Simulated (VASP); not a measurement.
MgRh, 2 atoms in the cell. Symmetry: Cmmm, No. 65, orthorhombic system. The conventional cell has a = 4.136 Å, b = 4.629 Å, c = 3.099 Å, α = 90.00°, β = 90.00°, γ = 90.00°. Mg (site symmetry mmm) has 8 Rh at 2.58 to 2.79 Å and 6 Mg at 3.10 Å within 3.4 Å. Within 3.4 Å of Rh (site symmetry mmm) lie 8 Mg at 2.58 to 2.79 Å and 6 Rh at 3.10 Å.  This cell differs from its parent crystal: strain +0.1125 x Voigt [0, 0, 0, 0, 1, 0].

| Item | Value |
| --- | --- |
| Program | VASP 6.6.1 |
| Task | single point |
| Functional | PBEsol |
| Potentials or basis | VASP PAW PBE potentials, release 64 (Mg, Rh_pv) |
| Cutoff | 520 eV |
| k mesh | 16 × 16 × 16 |
| Occupations | gaussian, width 0.15 eV |
| Spin | no spin polarisation |
| Dipole correction | no |
| Further INCAR settings | ALGO = Fast; EDIFF = 1e-07; NBANDS = 16 |

Potentials or basis: VASP PAW PBE potentials, release 64 (Mg, Rh_pv).

The run is started by

```sh
$ cat potpaw_PBE.64/Mg/POTCAR potpaw_PBE.64/Rh_pv/POTCAR > POTCAR
$ mpirun -np 1 vasp_std > vasp.out
```

Hardware: 1 thread of Intel(R) Xeon(R) 6975P-C (Granite Rapids) (shared host).

How long does it take, and how much memory?

Run time: 74 s on 1 thread of Intel(R) Xeon(R) 6975P-C (Granite Rapids) (shared host), peak memory 0.41 GiB. Counts: scf iterations 14, k points 657.
